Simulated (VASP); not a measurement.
# HRh6 in VASP: a series of runs, part 2 of 2

VASP 6.6.1. The steps go on from the part before.

### 3 Single point, PBE

The input, INCAR:

```
SYSTEM = HRh6
ALGO     = Normal         ! electronic algorithm
DIPOL    = 0.5 0.5 0.301
EDIFF    = 1E-6           ! SCF threshold, eV
ENCUT    = 520            ! plane-wave cutoff, eV
GGA      = PE             ! functional
IDIPOL   = 3            
ISIF     = 2              ! what is computed and relaxed
ISMEAR   = 0              ! smearing method
LASPH    = .True.         ! aspherical terms in the spheres
LCHARG   = .False.        ! write CHGCAR
LDIPOL   = .True.       
LREAL    = .False.        ! projectors in reciprocal space
LWAVE    = .False.        ! write WAVECAR
NBANDS   = 104            ! bands
NELM     = 80             ! most SCF steps
PREC     = Accurate       ! precision mode
SIGMA    = 0.1            ! smearing width, eV
```

The input, KPOINTS:

```
k-points
0
Gamma
  6 6 1
  0 0 0
```

The input, POSCAR:

```
HRh6
1.0
    5.4165863251      0.0000000000      0.0000000000
   -2.7082931626      4.6909013593      0.0000000000
    0.0000000000      0.0000000000     22.2966119230
Rh H
12 2
Direct
    0.3333333333      0.1666666667      0.1793994538
    0.3333333333      0.6666666667      0.1793994538
    0.8333333333      0.1666666667      0.1793994538
    0.8333333333      0.6666666667      0.1793994538
    0.1666666667      0.3333333333      0.2757769167
    0.1666666667      0.8333333333      0.2757769167
    0.6666666667      0.3333333333      0.2757769167
    0.6666666667      0.8333333333      0.2757769167
    0.0000000000      0.0000000000      0.3721019118
    0.0000000000      0.5000000000      0.3721019118
    0.5000000000      0.0000000000      0.3721019118
    0.5000000000      0.5000000000      0.3721019118
    0.1087691471      0.2175382941      0.4496921755
    0.3912308529      0.7824617059      0.4496921755
```

Potentials or basis: VASP PAW PBE potentials, release 64 (Rh_pv, H).

Started as:

```bash
$ cat potpaw_PBE.64/Rh_pv/POTCAR potpaw_PBE.64/H/POTCAR > POTCAR
$ mpirun -np 1 vasp_std > vasp.out
```

It took 30 min on 1 thread of Intel Xeon Platinum 8488C (Sapphire Rapids), shared host; peak memory 0.9 GiB.

It converged, with:

```yaml
Free_energy: -86.7567 eV
Largest_force: 2.075 eV/Å
Band_gap_on_the_k_mesh: zero (bands 91 and 92 overlap by 0.87 eV)
```

Forces on the atoms (eV/Å):
```
Rh  -0.017 -0.020 -0.046
Rh   0.000 -0.077 -0.215
Rh   0.017 -0.020 -0.046
Rh   0.000  0.175 -0.227
Rh   0.000 -0.086 -0.068
Rh  -0.072 -0.010  0.174
Rh   0.000  0.017  0.426
Rh   0.072 -0.010  0.174
Rh   0.000  0.866  1.597
Rh   0.038  0.002  0.375
Rh   0.000 -0.792  1.446
Rh  -0.038  0.002  0.375
H    0.000 -0.632 -1.975
H    0.000  0.586 -1.990
```

Levels at points of the mesh, in eV from the Fermi level:
```
           k point  band 89  band 90  band 91  band 92  band 93  band 94  band 95  band 96
(0.00, 0.00, 0.00)     0.39     0.40     0.51     0.51     0.53     0.59     0.89     0.91
(0.50, 0.00, 0.00)    -0.75    -0.67    -0.40    -0.35    -0.34    -0.21     0.20     0.26
(0.00, 0.50, 0.00)    -0.72    -0.58    -0.40    -0.35    -0.34    -0.25     0.18     0.26
```

### 4 Single point, PBE

The input, INCAR:

```
SYSTEM = HRh6
PREC = Accurate
ENCUT = 520
EDIFF = 1E-6
ISMEAR = 0
SIGMA = 0.1
LREAL = .False.
LASPH = .True.
NELM = 80
ALGO = Normal
ISIF = 2
LWAVE = .False.
LCHARG = .False.
LDIPOL = .True.
IDIPOL = 3
DIPOL = 0.5 0.5 0.292
GGA = PE
NBANDS = 104
```

The input, KPOINTS:

```
Automatic mesh
0
Gamma
  6 6 1
  0 0 0
```

Changes to POSCAR since step 3:

```diff
@@ -20,3 +20,3 @@
     0.5000000000      0.5000000000      0.3721019118
-    0.1087691471      0.2175382941      0.4496921755
-    0.3912308529      0.7824617059      0.4496921755
+    0.1514581709      0.3029163418      0.3922843503
+    0.3485418291      0.6970836582      0.3922843503
```

Potentials or basis: VASP PAW PBE potentials, release 64 (Rh_pv, H).

Started as:

```bash
$ cat potpaw_PBE.64/Rh_pv/POTCAR potpaw_PBE.64/H/POTCAR > POTCAR
$ mpirun -np 1 vasp_std > vasp.out
```

OUTCAR:

```text
SYSTEM = HRh6
   PREC = Accurate
   ENCUT = 520
   EDIFF = 1E-6
   ISMEAR = 0
   LREAL = .False.
   LASPH = .True.
   NELM = 80
   ISIF = 2
   GGA = PE

 ion  position               nearest neighbor table
   1  0.333  0.167  0.179-   5 2.66   7 2.66   6 2.66   4 2.71   4 2.71   3 2.71   3 2.71   2 2.71
                             2 2.71
   2  0.333  0.667  0.179-   6 2.66   8 2.66   5 2.66   3 2.71   3 2.71   4 2.71   4 2.71   1 2.71
                             1 2.71
   3  0.833  0.167  0.179-   7 2.66   5 2.66   8 2.66   2 2.71   2 2.71   1 2.71   1 2.71   4 2.71
                             4 2.71
[... 1625 lines left out ...]
    -2.708293163  4.690901359  0.000000000     0.000000000  0.213178646  0.000000000
     0.000000000  0.000000000 22.296611923     0.000000000  0.000000000  0.044849863

 POSITION                                       TOTAL-FORCE (eV/Angst)
 -----------------------------------------------------------------------------------
      1.35415      0.78182      4.00000        -0.041167     -0.017317      0.020092
     -0.00000      3.12727      4.00000         0.000000     -0.019543     -0.022443
      4.06244      0.78182      4.00000         0.041167     -0.017317      0.020092
      2.70829      3.12727      4.00000        -0.000000      0.062382      0.019942
      0.00000      1.56363      6.14889         0.000000     -0.060594     -0.719544
     -1.35415      3.90908      6.14889        -0.029552      0.056606     -0.422566
      2.70829      1.56363      6.14889        -0.000000      0.019466     -0.380327
      1.35415      3.90908      6.14889         0.029552      0.056606     -0.422566
      0.00000      0.00000      8.29661         0.000000     -3.796284     -0.861699
     -1.35415      2.34545      8.29661        -2.415498      0.019238     -0.237764
      2.70829      0.00000      8.29661        -0.000000      3.829156     -0.884847
      1.35415      2.34545      8.29661         2.415498      0.019238     -0.237764
     -0.00000      1.42095      8.74661        -0.000000      1.791971      2.077860
     -0.00000      3.26995      8.74661         0.000000     -1.943608      2.051534
 -----------------------------------------------------------------------------------
    total drift:                                0.000000     -0.000006      0.000867

  FREE ENERGIE OF THE ION-ELECTRON SYSTEM (eV)
  ---------------------------------------------------
  free  energy   TOTEN  =       -86.7922991435 eV

  energy  without entropy=      -86.6871565901  energy(sigma->0) =      -86.73972787

 vacuum level on the upper side and lower side of the slab         4.955         4.965
```

stdout:

```text
POSCAR found type information on POSCAR RhH
 POSCAR found :  2 types and      14 ions
 scaLAPACK will be used
 LDA part: xc-table for (Slater+PW92), standard interpolation
 POSCAR, INCAR and KPOINTS ok, starting setup
 FFT: planning ... GRIDC
 FFT: planning ... GRID_SOFT
 FFT: planning ... GRID
 WAVECAR not read
 entering main loop
```

It took 29 min on 1 thread of Intel Xeon Platinum 8488C (Sapphire Rapids), shared host; peak memory 0.9 GiB.

What came out:

```yaml
Free_energy: -86.7923 eV
Largest_force: 3.930 eV/Å
Band_gap_on_the_k_mesh: zero (bands 91 and 92 overlap by 0.86 eV)
```

Forces in eV/Å, atoms in the order of the input:
```
Rh  -0.041 -0.017  0.020
Rh   0.000 -0.020 -0.022
Rh   0.041 -0.017  0.020
Rh   0.000  0.062  0.020
Rh   0.000 -0.061 -0.720
Rh  -0.030  0.057 -0.423
Rh   0.000  0.019 -0.380
Rh   0.030  0.057 -0.423
Rh   0.000 -3.796 -0.862
Rh  -2.415  0.019 -0.238
Rh   0.000  3.829 -0.885
Rh   2.415  0.019 -0.238
H    0.000  1.792  2.078
H    0.000 -1.944  2.052
```

### 5 The runs side by side

```tsv
cell	gap on the mesh (eV)	largest force (eV/Å)
as given, atomic positions A	none	9.27
as given, atomic positions B	none	2.07
as given, atomic positions C	none	3.93
```

Alike in all rows: task single point; level PBE; potentials or basis VASP PAW PBE potentials, release 64 (Rh_pv, H); no spin polarisation; k mesh 6 × 6 × 1; cutoff (eV) 520; smearing gaussian 0.1 eV.

Total energies depend on the potentials used, so only differences within one code and one set of settings carry meaning.
